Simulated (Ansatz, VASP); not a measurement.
# ZnO: VASP beside Ansatz

```
CELL_PARAMETERS angstrom
3.25485 0.00000 0.00000
-1.62743 2.81879 0.00000
0.00000 0.00000 5.25613
ATOMIC_POSITIONS crystal
Zn 0.33333 0.66667 0.50007
Zn 0.66667 0.33333 0.00007
O 0.66667 0.33333 0.37894
O 0.33333 0.66667 0.87894
```

Alike in both runs: functional PBE; dispersion D3(BJ); k mesh 9 × 9 × 6; occupations gaussian, width 0.02 eV; no spin polarisation.

Ansatz relaxed the structure, and its values are those at the end. VASP's run is a single point on that final structure, the one shown.

```csv
,VASP,Ansatz
version,VASP 6.6.1,Ansatz 0.2.0
potentials or method,"VASP PAW PBE potentials, release 64 (Zn, O_h), cutoff 910 eV","scalar-relativistic, plane waves, PAW"
valence electrons in the cell,36,36
```

Ansatz gave:

* gap on the k mesh at the Fermi level (eV): 0.78
* least direct gap on the mesh (eV): 0.78

Question: Which values does VASP return?

Answer: gap on the k mesh at the Fermi level (eV): 0.76; least direct gap on the mesh (eV): 0.76.

Noted on VASP's run: the cutoff is short for stress, so the pressure is rough.
